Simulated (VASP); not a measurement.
# CoSi2 in VASP: further runs

Runs on CoSi2. Level: PBE. Tasks: single point.

Everything below comes from runs of VASP 6.6.1. Logs are shortened: lines on timing, memory, paths and dates and some standing lists are left out, and cuts for length are marked.

## (1) The cell of the first run

The cell holds an amorphous packing of atoms, 24 atoms: a = 7.420 Å, b = 7.177 Å, c = 6.754 Å, α = 88.85°, β = 91.99°, γ = 92.64°.

## (2) Single point, PBE

Input file INCAR:

```
PREC     = Accurate       # precision mode
ENCUT    = 520            # plane-wave cutoff, eV
EDIFF    = 1E-7           # SCF threshold, eV
ISMEAR   = -1             # smearing method
SIGMA    = 0.0853         # smearing width, eV
LREAL    = Auto         
LASPH    = T              # aspherical terms in the spheres
NELM     = 100            # most SCF steps
ALGO     = Normal         # electronic algorithm
ISIF     = 2              # what is computed and relaxed
LWAVE    = F              # write WAVECAR
LCHARG   = F              # write CHGCAR
GGA      = PE             # functional
NBANDS   = 86             # bands
ISYM     = 0
```

Input file KPOINTS:

```
Automatic mesh
0
Gamma
  1 1 1
  0.25 0.25 0.25
```

Input file POSCAR:

```
CoSi2
1.0
    7.4169260000     -0.1672480000     -0.1219080000
   -0.1672480000      7.1745680000      0.0683210000
   -0.1219080000      0.0683210000      6.7525770000
Si Co
16 8
Direct
    0.5561288862      0.6761299243      0.7496424976
    0.0067164961      0.5926724149      0.4286058230
    0.1289651285      0.0187446437      0.7567576391
    0.7409433017      0.7351149786      0.0946544002
    0.4233806368      0.3511928601      0.7700195998
    0.7479288968      0.1039534839      0.3183980442
    0.8501978549      0.8896998603      0.6190738345
    0.6970463292      0.4024026856      0.4960871931
    0.3792155104      0.5462440543      0.4203674337
    0.1192485863      0.1114717132      0.3779614061
    0.1277379931      0.6701794026      0.9608645642
    0.8348538210      0.4192844449      0.0581793332
    0.6684311658      0.1249388829      0.9730429075
    0.4902479441      0.8756754928      0.3998568430
    0.3597017769      0.9191610243      0.0164683089
    0.1273669214      0.3263580022      0.9484226454
    0.2399695391      0.7218134530      0.6646525008
    0.9774435589      0.0844897441      0.0726433428
    0.8486560532      0.1843062018      0.7037462850
    0.1582994441      0.3505122544      0.5822406203
    0.2134198389      0.8041190367      0.2599981265
    0.4904021124      0.0307099305      0.7213636820
    0.5707773081      0.3628730128      0.1589007386
    0.8720527794      0.5850675948      0.7374868598
```

Potentials or basis: VASP PAW PBE potentials, release 64 (Si, Co).

Launch:

```bash
$ cat potpaw_PBE.64/Si/POTCAR potpaw_PBE.64/Co/POTCAR > POTCAR
$ mpirun -np 1 vasp_std > vasp.out
```

OUTCAR:

```text
PREC = Accurate
   ENCUT = 520
   EDIFF = 1E-7
   ISMEAR = -1
   LREAL = Auto
   LASPH = T
   NELM = 100
   ISIF = 2
   GGA = PE
   ISYM = 0

 ion  position               nearest neighbor table
   1  0.556  0.676  0.750-  17 2.43  24 2.47   5 2.49  22 2.62   4 2.69   9 2.70   7 2.77  14 2.78
                             8 2.89  15 2.99
   2  0.007  0.593  0.429-  20 2.32  24 2.34  21 2.41  17 2.47   8 2.67   9 2.80   7 2.83  12 3.03
                             4 3.13
   3  0.129  0.019  0.757-   7 2.39  17 2.42  19 2.45  18 2.51  15 2.52  16 2.58  10 2.63  20 2.64
                            22 2.70  11 2.83
   4  0.741  0.735  0.095-  12 2.42   1 2.69  24 2.88  23 2.93  13 2.97  18 3.00  14 3.04   6 3.07
                            11 3.10   2 3.13
   5  0.423  0.351  0.770-  20 2.30  22 2.41   1 2.49  16 2.54   9 2.74  13 2.80   8 2.80  23 2.81
                            17 3.10
   6  0.748  0.104  0.318-  13 2.39  18 2.43   8 2.53  23 2.53  14 2.53   7 2.63  19 2.75  10 2.77
                            12 2.90   4 3.07
   7  0.850  0.890  0.619-  19 2.20  24 2.32   3 2.39   6 2.63   1 2.77   2 2.83  10 3.00  22 3.01
                            14 3.01
   8  0.697  0.402  0.496-  19 2.38  24 2.42  23 2.45   6 2.53   9 2.65   2 2.67   5 2.80   1 2.89

   9  0.379  0.546  0.420-  17 2.39  20 2.39  14 2.47  21 2.48   8 2.65   1 2.70  23 2.70   5 2.74
                             2 2.80
  10  0.119  0.111  0.378-  20 2.23  18 2.29  21 2.50   3 2.63   6 2.77   7 3.00  19 3.10
  11  0.128  0.670  0.961-  17 2.21  21 2.31  24 2.45  15 2.45  16 2.47   3 2.83  12 2.84   4 3.10

  12  0.835  0.419  0.058-  23 2.12   4 2.42  16 2.44  13 2.47  24 2.47  18 2.67  11 2.84   6 2.90
                            19 2.96   2 3.03
  13  0.668  0.125  0.973-  22 2.21  23 2.30  19 2.32   6 2.39  18 2.40  12 2.47  15 2.69   5 2.80
                             4 2.97
  14  0.490  0.876  0.400-  21 2.27  22 2.46   9 2.47   6 2.53  15 2.75   1 2.78  17 2.80   7 3.01
                             4 3.04
  15  0.360  0.919  0.016-  21 2.13  22 2.36  11 2.45   3 2.52  13 2.69  14 2.75  17 2.88   1 2.99

  16  0.127  0.326  0.948-  18 2.19  12 2.44  11 2.47  20 2.49   5 2.54   3 2.58  19 2.77  24 3.02

  17  0.240  0.722  0.665-  11 2.21   9 2.39   3 2.42   1 2.43   2 2.47  20 2.77  21 2.79  14 2.80
                            22 2.85  15 2.88  24 2.91   5 3.10
  18  0.977  0.084  0.073-  16 2.19  10 2.29  13 2.40   6 2.43   3 2.51  12 2.67  19 2.73  21 2.96
                             4 3.00
  19  0.849  0.184  0.704-   7 2.20  13 2.32   8 2.38   3 2.45  20 2.69  18 2.73   6 2.75  16 2.77
                            22 2.84  24 2.89  12 2.96  10 3.10
  20  0.158  0.351  0.582-  10 2.23   5 2.30   2 2.32   9 2.39  16 2.49   3 2.64  19 2.69  17 2.77
                            24 3.00
  21  0.213  0.804  0.260-  15 2.13  14 2.27  11 2.31   2 2.41   9 2.48  10 2.50  17 2.79  18 2.96

  22  0.490  0.031  0.721-  13 2.21  15 2.36   5 2.41  14 2.46   1 2.62   3 2.70  19 2.84  17 2.85
                             7 3.01
  23  0.571  0.363  0.159-  12 2.12  13 2.30   8 2.45   6 2.53   9 2.70   5 2.81   4 2.93
  24  0.872  0.585  0.737-   7 2.32   2 2.34   8 2.42  11 2.45   1 2.47  12 2.47   4 2.88  19 2.89
                            17 2.91  20 3.00  16 3.02

IMPORTANT INFORMATION: All symmetrisations will be switched off!
NOSYMM: (Re-)initialisation of all symmetry stuff for point group C_1.

----------------------------------------------------------------------------------------

                                     Primitive cell

  volume of cell :     358.9992

  direct lattice vectors                    reciprocal lattice vectors
     7.416926000 -0.167248000 -0.121908000     0.134936682  0.003122643  0.002404492
    -0.167248000  7.174568000  0.068321000     0.003122643  0.139466907 -0.001354719
    -0.121908000  0.068321000  6.752577000     0.002404492 -0.001354719  0.148148726

  length of vectors
     7.419812986  7.176842317  6.754022909     0.134994224  0.139508439  0.148174431

  position of ions in fractional coordinates (direct lattice)
     0.556128886  0.676129924  0.749642498
     0.006716496  0.592672415  0.428605823
     0.128965128  0.018744644  0.756757639
     0.740943302  0.735114979  0.094654400
     0.423380637  0.351192860  0.770019600
     0.747928897  0.103953484  0.318398044
[... 16 lines left out ...]
     0.570777308  0.362873013  0.158900739
     0.872052779  0.585067595  0.737486860

  ion indices of the primitive-cell ions
   primitive index   ion index
                 1           1
                 2           2
                 3           3
                 4           4
                 5           5
                 6           6
[... 16 lines left out ...]
                23          23
                24          24

----------------------------------------------------------------------------------------

 KPOINTS: Automatic mesh

Automatic generation of k-mesh.
 Grid dimensions read from file:
 generate k-points for:    1    1    1

 Generating k-lattice:

  Cartesian coordinates                     Fractional coordinates (reciprocal lattice)
     0.134936682  0.003122643  0.002404492     1.000000000  0.000000000  0.000000000
     0.003122643  0.139466907 -0.001354719     0.000000000  1.000000000 -0.000000000
     0.002404492 -0.001354719  0.148148726     0.000000000  0.000000000  1.000000000

  Length of vectors
     0.134994224  0.139508439  0.148174431

  Shift w.r.t. Gamma in fractional coordinates (k-lattice)
     0.250000000  0.250000000  0.250000000

 Subroutine IBZKPT returns following result:
 ===========================================

 Found      1 irreducible k-points:

 Following reciprocal coordinates:
            Coordinates               Weight
  0.250000  0.250000  0.250000      2.000000
   k-points           NKPTS =      1   k-points in BZ     NKDIM =      1   number of bands    NBANDS=     86
   number of dos      NEDOS =    301   number of ions     NIONS =     24
   total plane-waves  NPLWV = 151200
   dimension x,y,z NGX =    56 NGY =   54 NGZ =   50
   dimension x,y,z NGXF=   112 NGYF=  108 NGZF=  100
   ions per type =              16   8
   NGX,Y,Z   is equivalent  to a cutoff of  12.55, 12.51, 12.31 a.u.
   NGXF,Y,Z  is equivalent  to a cutoff of  25.09, 25.02, 24.61 a.u.
 SYSTEM =  unknown system
   PREC   = accura    normal or accurate (medium, high low for compatibility)
   ISTART =      0    job   : 0-new  1-cont  2-samecut
   ICHARG =      2    charge: 1-file 2-atom 10-const
   ISPIN  =      1    spin polarized calculation?
   LNONCOLLINEAR =      F non collinear calculations
   LSORBIT =      F    spin-orbit coupling
   LASPH  =      T    aspherical Exc in radial PAW
   ENCUT  =  520.0 eV  38.22 Ry    6.18 a.u.  13.80 13.34 12.56*2*pi/ulx,y,z
   NELM   =    100;   NELMIN=  2; NELMDL= -5     # of ELM steps
   EDIFF  = 0.1E-06   stopping-criterion for ELM
   LREAL  =      T    real-space projection
   EDIFFG = 0.1E-05   stopping-criterion for IOM
   NSW    =      0    number of steps for IOM
   IBRION =     -1    ionic relax: 0-MD 1-quasi-New 2-CG
   NFREE  =      0    steps in history (QN), initial steepest desc. (CG)
   ISIF   =      2    stress and relaxation
   ISYM   =      0    0-nonsym 1-usesym 2-fastsym
   POTIM  = 0.5000    time-step for ionic-motion
   TEBEG  =    0.0;   TEEND  =   0.0 temperature during run
   PSTRESS=    0.0 pullay stress
   NELECT =     136.0000    total number of electrons
   NUPDOWN=      -1.0000    fix difference up-down
   EMIN   =  10.00;   EMAX   =-10.00  energy-range for DOS
   EFERMI =   0.00;   METHOD = LEGACY
   ISMEAR =    -1;   SIGMA  =   0.09  broadening in eV -4-tet -1-fermi 0-gaus
   EFERMI_NEDOS =   21; number of points for ismear=-14 and -15
   IALGO  =     38    algorithm
   IMIX   =      4    mixing-type and parameters
     AMIX     =   0.40;   BMIX     =  1.00
     AMIX_MAG =   1.60;   BMIX_MAG =  1.00
  volume/ion in A,a.u.               =      14.96       100.94
  Fermi-wavevector in a.u.,A,eV,Ry     =   1.184559  2.238492 19.091420  1.403180
  Thomas-Fermi vector in A             =   2.320771
   LORBIT       =      0    0 simple, 1 ext, 2 COOP (PROOUT), +10 PAW based schemes
   GGA     = PE    functional components
   LHFCALC =     F    Hartree Fock is set to
   AEXX    =    0.0000 exact exchange contribution
   IVDW    =     0    specifies the selected vdW correction
   LEPSILON=     F    determine dielectric tensor
   LRPA    =     F    only Hartree local field effects (RPA)
 non-spin polarized calculation
  energy-cutoff  :      520.00
  volume of cell :      359.00
 maximum number of plane-waves:      9649
 NGX is ok and might be reduce to    56
   NGX = 27   NGY = 27   NGZ = 25

 number of electron     135.9999971 magnetization

 Free energy of the ion-electron system (eV)
  ---------------------------------------------------
  ext. energy  EPLUGINS =         0.00000000
  ---------------------------------------------------
  free energy    TOTEN  =      -140.37577011 eV

  energy without entropy =     -140.00096024  energy(sigma->0) =     -140.18836518

 E-fermi :   8.3221     XC(G=0): -11.0683

 val. band max:        8.2529967263   @ k =   0.2500   0.2500   0.2500
 cond. band min:       8.3920780704   @ k =   0.2500   0.2500   0.2500
 fundamental gap:      0.1390813441
 Fermi energy:         8.3221425654

 k-point     1 :       0.2500    0.2500    0.2500
  band No.  band energies     occupation
      1      -3.7970      2.00000
      2      -2.8984      2.00000
      3      -2.6764      2.00000
      4      -2.2434      2.00000
      5      -1.1857      2.00000
      6      -1.1060      2.00000
[... 72 lines left out ...]
     79       9.9904      0.00000
     80      10.2373      0.00000
 [bands above 80 left out]

------------------------ aborting loop because EDIFF is reached ----------------------------------------

  FORCE on cell =-STRESS in cart. coord.  units (eV):
  Direction    XX          YY          ZZ          XY          YZ          ZX
  --------------------------------------------------------------------------------------
  -------------------------------------------------------------------------------------
  Total      -19.4833881    -15.8279593    -22.0432753      9.2077463      1.0715128      1.3571103
  in kB      -86.9524122    -70.6385992    -98.3769327     41.0932505      4.7820546      6.0566477
  external PRESSURE =     -85.3226480 kB  Pullay stress =       0.0000000 kB

 VOLUME and BASIS-vectors are now :
 -----------------------------------------------------------------------------
  energy-cutoff  :      520.00
  volume of cell :      359.00
      direct lattice vectors                 reciprocal lattice vectors
     7.416926000 -0.167248000 -0.121908000     0.134936682  0.003122643  0.002404492
    -0.167248000  7.174568000  0.068321000     0.003122643  0.139466907 -0.001354719
    -0.121908000  0.068321000  6.752577000     0.002404492 -0.001354719  0.148148726

 POSITION                                       TOTAL-FORCE (eV/Angst)
 -----------------------------------------------------------------------------------
      3.92030      4.80914      5.04042         0.530277     -0.133150      0.310175
     -0.10156      4.28033      2.93387         0.489029      0.223528     -0.676488
      0.86114      0.16462      5.09562         0.644840      0.759340     -0.049708
      5.36104      5.15668      0.59906        -0.341618      0.399887     -0.413755
      2.98758      2.50146      5.17200         0.310145     -0.021965      0.533325
      5.49113      0.64248      2.06593        -0.351036     -0.275145      0.599897
[... 16 lines left out ...]
      4.15335      2.51885      1.02820        -0.411102      0.004666      1.141016
      6.28019      4.10214      4.91360        -0.159878      0.378189     -0.334692
 -----------------------------------------------------------------------------------
    total drift:                               -0.002586     -0.006617      0.005480

  FREE ENERGIE OF THE ION-ELECTRON SYSTEM (eV)
  ---------------------------------------------------
  free  energy   TOTEN  =      -140.3757701132 eV

  energy  without entropy=     -140.0009602428  energy(sigma->0) =     -140.18836518
```

Wall time 2.7 min (1 thread of Intel Xeon 6975P-C (Granite Rapids), shared host); peak memory 0.36 GiB.

What came out:

```
Free energy            : -140.3758 eV
Pressure               : -8.5 GPa
Largest force          : 1.669 eV/Å
Band gap on the k mesh : 0.14 eV
```

Forces in eV/Å, atoms in the order of the input:
```
Si   0.530 -0.133  0.310
Si   0.489  0.224 -0.676
Si   0.645  0.759 -0.050
Si  -0.342  0.400 -0.414
Si   0.310 -0.022  0.533
Si  -0.351 -0.275  0.600
Si  -0.847 -1.058 -0.091
Si  -0.277 -0.010  0.222
Si  -0.360 -1.006 -0.966
Si   0.057 -0.360 -0.684
Si  -0.884 -0.574  0.908
Si   1.339 -0.214 -0.665
Si  -0.112 -0.076 -0.222
Si   0.423  0.729  0.419
Si   0.800  0.636 -1.319
Si   0.257  0.551 -0.479
Co   0.394  0.899 -0.318
Co  -0.349 -0.701  0.003
Co   0.180  0.313 -0.063
Co  -0.059  0.109  0.918
Co  -0.680  0.276  1.101
Co  -0.593 -0.849  0.126
Co  -0.411  0.005  1.141
Co  -0.160  0.378 -0.335
```

Caveat: the k points lie up to 0.93 Å⁻¹ apart.

## (3) Single point, PBE

Input file INCAR:

```
  ALGO = Normal
  EDIFF = 1E-6
  ENCUT = 520
  GGA = PE
  ISIF = 2
  ISMEAR = -1
  ISYM = 0
  LASPH = True
  LCHARG = False
  LREAL = Auto
  LWAVE = False
  NBANDS = 86
  NELM = 60
  PREC = Accurate
  SIGMA = 0.05
```

KPOINTS is that of step 2.

Input file POSCAR:

```
CoSi2
1.0
    7.4169260000     -0.1672480000     -0.1219080000
   -0.1672480000      7.1745680000      0.0683210000
   -0.1219080000      0.0683210000      6.7525770000
Si Co
16 8
Direct
    0.5572210368      0.6854574370      0.7649933595
    0.0244858240      0.5889982244      0.3975848139
    0.1479576463      0.0327532687      0.7180086187
    0.7074051596      0.7223884460      0.0746193708
    0.4348514507      0.3858894353      0.7912507356
    0.7250167676      0.1088039309      0.3346907041
    0.8184846148      0.8658338973      0.6175955024
    0.6558788079      0.4020689535      0.5288033177
    0.3603483070      0.5323660644      0.3877724844
    0.1239582708      0.1154046391      0.3433255103
    0.1143005956      0.6725164622      0.9764414622
    0.8514913582      0.4105467827      0.0987897867
    0.6453216630      0.1432687215      0.9601963237
    0.4851669207      0.8852361775      0.4164465667
    0.3497459817      0.8982484694      0.0026725500
    0.1238381519      0.3400522257      0.9297121904
    0.2506444961      0.7320644725      0.6726987626
    0.9562006809      0.0721879717      0.0570708869
    0.8472644239      0.1571607082      0.6940046644
    0.1635911406      0.3296098042      0.5903944224
    0.2115651897      0.8251157859      0.2757357307
    0.4967297336      0.0046741879      0.7185166468
    0.5701698538      0.3728520151      0.1787976122
    0.8852819590      0.5751103568      0.7195485277
```

Potentials or basis: VASP PAW PBE potentials, release 64 (Si, Co).

Launch:

```bash
$ cat potpaw_PBE.64/Si/POTCAR potpaw_PBE.64/Co/POTCAR > POTCAR
$ mpirun -np 1 vasp_std > vasp.out
```

Run time: 2.7 min. Hardware: 1 thread of Intel Xeon 6975P-C (Granite Rapids), shared host; peak memory 0.36 GiB.

The run converged. Its results:

```yaml
Free_energy: -141.2382 eV
Pressure: -9.2 GPa
Largest_force: 1.641 eV/Å
Band_gap_on_the_k_mesh: 0.25 eV
```

Forces on the atoms (eV/Å):
```
Si   0.286  0.364 -0.289
Si  -0.399 -0.631  0.456
Si  -0.203 -0.113  0.495
Si   0.297 -0.280  0.300
Si  -0.782 -0.693  0.113
Si   0.067  0.061 -0.197
Si  -0.011 -0.328  0.201
Si   0.915 -0.501 -0.037
Si  -0.153 -0.168 -0.024
Si  -0.320  0.167 -0.124
Si  -1.122 -0.080  0.215
Si   0.700  0.173  0.290
Si   0.996  0.138  0.926
Si   0.134  0.002 -0.609
Si   0.833  0.902 -1.089
Si  -0.569 -0.895 -0.241
Co   0.142  0.101 -0.062
Co   0.141  0.808  0.280
Co  -0.125  0.763 -0.522
Co   0.253  1.035 -0.192
Co  -0.226 -0.769 -0.277
Co  -0.580 -0.125  0.575
Co  -0.392 -0.035  0.254
Co   0.118  0.105 -0.444
```

Stress tensor (GPa, compression positive):
```
 -9.67   4.08   0.65
  4.08  -6.77   0.27
  0.65   0.27 -11.14
```

Levels at points of the mesh, in eV from the valence-band top:
```
           k point  band 66  band 67  band 68  band 69  band 70  band 71
(0.25, 0.25, 0.25)    -0.24    -0.12     0.00     0.25     0.38     0.54
```

Caveat: the k points lie up to 0.93 Å⁻¹ apart. Spin polarisation is off, so any magnetic state and its effect on volume and gap are missing.
